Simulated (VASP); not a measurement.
# PbSe (I4/mmm) in VASP: a series of runs, part 2 of 2

VASP 6.6.1.

### Step 4. Single point, PBE+D3(BJ) (26.78 Å³/atom)

Contents of INCAR:

```
SYSTEM = PbSe
PREC     = Accurate       ! precision mode
ENCUT    = 520            ! plane-wave cutoff, eV
EDIFF    = 1E-7           ! SCF threshold, eV
ISMEAR   = 0              ! smearing method
SIGMA    = 0.03           ! smearing width, eV
LREAL    = .False.        ! projectors in reciprocal space
LASPH    = .True.         ! aspherical terms in the spheres
NELM     = 80             ! most SCF steps
ALGO     = Normal         ! electronic algorithm
ISIF     = 2              ! what is computed and relaxed
LWAVE    = .False.        ! write WAVECAR
LCHARG   = .True.         ! write CHGCAR
GGA      = PE             ! functional
IVDW     = 12             ! dispersion correction
LELF     = .True.         ! ELF
LVHAR    = .True.       
NBANDS   = 17             ! bands
```

Contents of KPOINTS:

```
Automatic mesh
0
Gamma
  10 10 10
  0 0 0
```

Contents of POSCAR:

```
PbSe
1.0
    0.0000000000      3.0076692978      2.9598473559
    3.0076692978      0.0000000000      2.9598473559
    3.0076692978      3.0076692978      0.0000000000
Pb Se
1 1
Direct
    0.0000000000      0.0000000000      0.0000000000
    0.5000000000      0.5000000000      0.5000000000
```

Potentials or basis: VASP PAW PBE potentials, release 64 (Pb_d, Se).

Launch:

```console
$ cat potpaw_PBE.64/Pb_d/POTCAR potpaw_PBE.64/Se/POTCAR > POTCAR
$ mpirun -np 1 vasp_std > vasp.out
```

OUTCAR:

```text
SYSTEM = PbSe
   PREC = Accurate
   ENCUT = 520
   EDIFF = 1E-7
   ISMEAR = 0
   LREAL = .False.
   LASPH = .True.
   NELM = 80
   ISIF = 2
   GGA = PE
   IVDW = 12
 IVDW          = 12

 ion  position               nearest neighbor table
   1  0.000  0.000  0.000-   2 2.96   2 2.96   2 3.01   2 3.01   2 3.01   2 3.01
   2  0.500  0.500  0.500-   1 2.96   1 2.96   1 3.01   1 3.01   1 3.01   1 3.01

  LATTYP: Found a body centered tetragonal cell.
 ALAT       =     4.2534867121
 C/A-ratio  =     1.3917275667

  Lattice vectors:

 A1 = (   0.0000000000,  -3.0076692978,  -2.9598473559)
 A2 = (   0.0000000000,   3.0076692978,  -2.9598473559)
 A3 = (   3.0076692978,   0.0000000000,   2.9598473559)

Analysis of symmetry for initial positions (statically):
=====================================================================
 Subroutine PRICEL returns:
 Original cell was already a primitive cell.

 Routine SETGRP: Setting up the symmetry group for a
 body centered tetragonal supercell.

 Subroutine GETGRP returns: Found 16 space group operations
 (whereof 16 operations were pure point group operations)
 out of a pool of 16 trial point group operations.

The static configuration has the point symmetry D_4h.

Analysis of symmetry for dynamics (positions and initial velocities):
=====================================================================
 Subroutine PRICEL returns:
 Original cell was already a primitive cell.

 Routine SETGRP: Setting up the symmetry group for a
 body centered tetragonal supercell.

 Subroutine GETGRP returns: Found 16 space group operations
 (whereof 16 operations were pure point group operations)
 out of a pool of 16 trial point group operations.

The dynamic configuration has the point symmetry D_4h.

 Subroutine INISYM returns: Found 16 space group operations
 (whereof 16 operations are pure point group operations),
 and found     1 'primitive' translations

----------------------------------------------------------------------------------------

                                     Primitive cell

  volume of cell :      53.5500
[... 110 lines left out ...]
  volume/ion in A,a.u.               =      26.78       180.69
  Fermi-wavevector in a.u.,A,eV,Ry     =   1.178958  2.227908 18.911309  1.389942
  Thomas-Fermi vector in A             =   2.315278
   LORBIT       =      0    0 simple, 1 ext, 2 COOP (PROOUT), +10 PAW based schemes
   GGA     = PE    functional components
   LHFCALC =     F    Hartree Fock is set to
   AEXX    =    0.0000 exact exchange contribution
   IVDW    =    12    specifies the selected vdW correction
   LEPSILON=     F    determine dielectric tensor
   LRPA    =     F    only Hartree local field effects (RPA)
 non-spin polarized calculation
 Gauss-broadening in eV      SIGMA  =   0.03
  energy-cutoff  :      520.00
  volume of cell :       53.55
 maximum number of plane-waves:      1454
   NGX = 15   NGY = 15   NGZ = 15

 number of electron      20.0000002 magnetization

 Free energy of the ion-electron system (eV)
  ---------------------------------------------------
  ext. energy  EPLUGINS =         0.00000000
  ---------------------------------------------------
  free energy    TOTEN  =        -8.06356192 eV

  energy without entropy =       -8.06345704  energy(sigma->0) =       -8.06350948

 E-fermi :   6.0450     XC(G=0):  -9.8499

 val. band max:        6.0298314321   @ k =   0.5000   0.0000   0.0000
 cond. band min:       6.0601561392   @ k =   0.5000   0.0000   0.0000
 fundamental gap:      0.0303247071
 Fermi energy:         6.0449937854

 k-point     1 :       0.0000    0.0000    0.0000
  band No.  band energies     occupation
      1     -11.0219      2.00000
      2     -11.0199      2.00000
      3     -11.0174      2.00000
      4     -11.0174      2.00000
      5     -11.0149      2.00000
      6      -8.2567      2.00000
[... 457 lines left out ...]
      4     -10.9722      2.00000
      5     -10.9690      2.00000
      6      -6.9378      2.00000
[... 9 lines left out ...]
     16      16.6959      0.00000
     17      17.5522      0.00000

 [... further k-points ...]

------------------------ aborting loop because EDIFF is reached ----------------------------------------

 Edisp (eV)   -0.79003

 E8    (eV) :    -0.3683

  FORCE on cell =-STRESS in cart. coord.  units (eV):
  Direction    XX          YY          ZZ          XY          YZ          ZX
  --------------------------------------------------------------------------------------
  -------------------------------------------------------------------------------------
  Total       1.20686     1.20686     2.16128     0.00000     0.00000    -0.00000
  in kB      36.10826    36.10826    64.66408     0.00000     0.00000    -0.00000
  external pressure =       45.63 kB  Pullay stress =        0.00 kB

 VOLUME and BASIS-vectors are now :
 -----------------------------------------------------------------------------
  energy-cutoff  :      520.00
  volume of cell :       53.55
      direct lattice vectors                 reciprocal lattice vectors
     0.000000000  3.007669298  2.959847356    -0.166241681  0.166241681  0.168927630
     3.007669298  0.000000000  2.959847356     0.166241681 -0.166241681  0.168927630
     3.007669298  3.007669298  0.000000000     0.166241681  0.166241681 -0.168927630

 POSITION                                       TOTAL-FORCE (eV/Angst)
 -----------------------------------------------------------------------------------
      0.00000      0.00000      0.00000        -0.000000      0.000000      0.000000
      3.00767      3.00767      2.95985         0.000000     -0.000000      0.000000
 -----------------------------------------------------------------------------------
    total drift:                                0.000000     -0.000000     -0.000000

  FREE ENERGIE OF THE ION-ELECTRON SYSTEM (eV)
  ---------------------------------------------------
  free  energy   TOTEN  =        -8.8535902574 eV

  energy  without entropy=       -8.8534853758  energy(sigma->0) =       -8.85353782
```

It took 28 s on 1 thread of Intel Xeon 6975P-C (Granite Rapids), shared host; peak memory 0.24 GiB.

Results:

| Property | Result |
| --- | --- |
| Free energy | -8.8536 eV |
| Pressure | 4.6 GPa |
| Band gap on the k mesh | 0.03 eV |
| Dispersion energy per atom | -0.395 eV |

Caveat: the cell stands under pressure; spin-orbit coupling is left out, which moves the levels of the heavy elements.

### Step 5. Single point, PBE+D3(BJ) (30.93 Å³/atom)

This run uses another cell than the first one, of 30.93 Å³/atom.

Contents of INCAR:

```
  ALGO = Normal
  EDIFF = 1E-6
  ENCUT = 520
  GGA = PE
  ISIF = 2
  ISMEAR = 0
  IVDW = 12
  LASPH = True
  LCHARG = True
  LELF = True
  LREAL = False
  LVHAR = True
  LWAVE = False
  NBANDS = 17
  NELM = 100
  PREC = Accurate
  SIGMA = 0.03
```

Contents of KPOINTS:

```
k-points
0
Gamma
  10 10 10
```

Contents of POSCAR:

```
PbSe
1.0
    0.0000000000      3.1056268045      3.2068702383
    3.1056268045      0.0000000000      3.2068702383
    3.1056268045      3.1056268045      0.0000000000
Pb Se
1 1
Direct
    0.0000000000      0.0000000000      0.0000000000
    0.5000000000      0.5000000000      0.5000000000
```

Launch:

```console
$ cat potpaw_PBE.64/Pb_d/POTCAR potpaw_PBE.64/Se/POTCAR > POTCAR
$ mpirun -np 1 vasp_std > vasp.out
```

Run time: 3 min. Hardware: 1 thread of Intel Xeon 8259CL, shared host; peak memory 0.28 GiB.

The run converged. Its results:

* Free energy: -8.8630 eV
* Pressure: -2.7 GPa
* Band gap on the k mesh: 0.49 eV
* Dispersion energy per atom: -0.342 eV

Stress tensor (GPa, compression positive):
```
-1.77  0.00  0.00
 0.00 -1.77  0.00
 0.00  0.00 -4.47
```

Levels at points of the mesh, in eV from the valence-band top:
```csv
k point,band 6,band 7,band 8,band 9,band 10,band 11,band 12,band 13,band 14,band 15
"(0.00, 0.00, 0.00)",-12.96,-6.38,-1.61,-1.61,-1.35,4.14,4.80,4.80,6.58,6.77
"(0.50, 0.00, 0.00)",-12.06,-8.38,-1.20,-1.13,0.00,0.49,1.81,1.95,8.48,10.00
"(0.50, 0.50, 0.00)",-11.88,-7.15,-4.30,-2.71,-2.71,4.11,5.47,5.47,5.50,11.20
"(0.50, 0.00, 0.50)",-11.75,-7.28,-4.37,-2.93,-2.61,4.00,4.97,5.65,5.89,10.71
```

Caveat: spin-orbit coupling is left out, which moves the levels of the heavy elements.

### Step 6. Overview

| cell | gap on the mesh (eV) | pressure (GPa) |
| --- | --- | --- |
| a = 4.242, b = 4.242, c = 4.208 Å, angles 60.3, 60.3, 59.5°, 2 atoms | 0.03 | 4.6 |
| a = 4.267, b = 4.267, c = 4.163 Å, angles 60.8, 60.8, 58.4°, 2 atoms | 0.03 | 4.9 |
| a = 4.220, b = 4.220, c = 4.253 Å, angles 59.7, 59.7, 60.5°, 2 atoms | 0.03 | 4.6 |
| a = 4.464, b = 4.464, c = 4.392 Å, angles 60.5, 60.5, 58.9°, 2 atoms | 0.49 | -2.7 |

Alike in all rows: task single point; level PBE+D3(BJ); potentials or basis VASP PAW PBE potentials, release 64 (Pb_d, Se); no spin polarisation; k mesh 10 × 10 × 10; cutoff (eV) 520; smearing gaussian 0.03 eV.

Caveats: spin-orbit coupling is left out, which moves the levels of the heavy elements; the cell stands under pressure (at least some runs); the stress differs along the axes, from -0 to 7 GPa (at least some runs).

Absolute energies hang on the potentials; compare differences alone.
